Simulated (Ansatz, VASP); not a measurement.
P in VASP and in Ansatz

```
P
1.0
     1.60556   -5.47344    0.00000
     1.60556    5.47344    0.00000
     0.00000    0.00000    4.69451
P
4
Direct
  0.09407 0.90593 0.91372
  0.59407 0.40593 0.58628
  0.90593 0.09407 0.08628
  0.40593 0.59407 0.41372
```

Change from the starting cell: strain -0.030 along x and y, +0.030 along z, atoms carried along.

Alike in both runs: task single point; functional PBE; k mesh 10 × 10 × 8; occupations gaussian, width 0.03 eV; no spin polarisation.

|  | VASP | Ansatz |
| --- | --- | --- |
| version | VASP 6.6.1 | Ansatz 0.2.0 |
| potentials or method | VASP PAW PBE potentials, release 64 (P), cutoff 520 eV | scalar-relativistic, plane waves, PAW |
| valence electrons in the cell | 20 | 20 |

Ansatz gave:

- gap on the k mesh at the Fermi level (eV): 0.20
- least direct gap on the mesh (eV): 0.42
- pressure (GPa): 2.5
- traceless stress, the component that is largest in VASP (GPa): -4.08
- rms of the force components (eV/Å): 0.356

Task: Which values does VASP return?

Result: gap on the k mesh at the Fermi level (eV): 0.22; least direct gap on the mesh (eV): 0.44; pressure (GPa): 2.2; traceless stress, the component that is largest in VASP (GPa): -4.13; rms of the force components (eV/Å): 0.352.

Atom by atom the forces differ by 0.032 eV/Å (rms over components).
